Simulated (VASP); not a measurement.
Input of a VASP 6.6.1 run:

File INCAR:

```
SYSTEM = Hf2Ti3N5
PREC = Accurate
ENCUT = 520
EDIFF = 1E-7
ISMEAR = 0
SIGMA = 0.2
LREAL = .FALSE.
LASPH = .TRUE.
NELM = 100
ALGO = Normal
ISIF = 2
LWAVE = .FALSE.
LCHARG = .FALSE.
GGA = PE
NBANDS = 52
```

Contents of KPOINTS:

```
Automatic mesh
0
G
  8 8 8
  0 0 0
```

Contents of POSCAR:

```
Hf2Ti3N5
1.0
    0.0000000000     -3.1094374000      0.0000000000
    3.1094374000      0.0000000000      0.0000000000
   -1.5547187000      1.5547187000     10.9559268000
Hf Ti N
2 3 5
Direct
    0.1948090000      0.1948090000      0.3896180000
    0.8051910000      0.8051910000      0.6103820000
    0.0000000000      0.0000000000      0.0000000000
    0.5935150000      0.5935150000      0.1870300000
    0.4064850000      0.4064850000      0.8129700000
    0.0958180000      0.0958180000      0.1916360000
    0.6976860000      0.6976860000      0.3953720000
    0.3023140000      0.3023140000      0.6046280000
    0.9041820000      0.9041820000      0.8083640000
    0.5000000000      0.5000000000      0.0000000000
```

Potentials or basis: VASP PAW PBE potentials, release 64 (Hf_pv, Ti_sv, N).

The run is started by

```bash
$ cat potpaw_PBE.64/Hf_pv/POTCAR potpaw_PBE.64/Ti_sv/POTCAR potpaw_PBE.64/N/POTCAR > POTCAR
$ mpirun -np 1 vasp_std > vasp.out
```

(1) Predict the pressure.

(2) Estimate the band gap on the k mesh.

(3) What does it give for the largest force?

## Answers

(1) -0.7 GPa.

(2) zero (an odd number of electrons rules out a gap without spin polarisation).

(3) 0.058 eV/Å.

Caveat: spin-orbit coupling is left out, which moves the levels of the heavy elements.
